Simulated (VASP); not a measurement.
Ni:

```
Ni
1.0
     0.00000    1.76194    1.76194
     1.76194    0.00000    1.76194
     1.76194    1.76194    0.00000
Ni
1
Direct
  0.00000 0.00000 0.00000
```

Base run:

| Item | Value |
| --- | --- |
| Program | VASP 6.6.1 |
| Functional | r2SCAN |
| Potentials or basis | VASP PAW PBE potentials, release 64 (Ni) |
| Cutoff | 660 eV |
| k mesh | 14 × 14 × 14 |
| Occupations | fermi-dirac, width 0.1 eV |
| Spin | collinear spin, ferromagnetic start |
| Starting moments | [2.0] μB |

Its results: pressure -6.9 GPa; net moment 0.74 μB per cell; site moments Ni +0.77 μB.

The run is repeated on the same cell with these changes: occupations from fermi-dirac, width 0.1 eV to fermi-dirac, width 0.05 eV. What comes out?

Pressure -7.4 GPa; net moment 0.75 μB per cell; site moments Ni +0.78 μB.

Caveats: the cell stands under tension; the PAW data sets were made with another functional, which shifts forces and pressure a little.
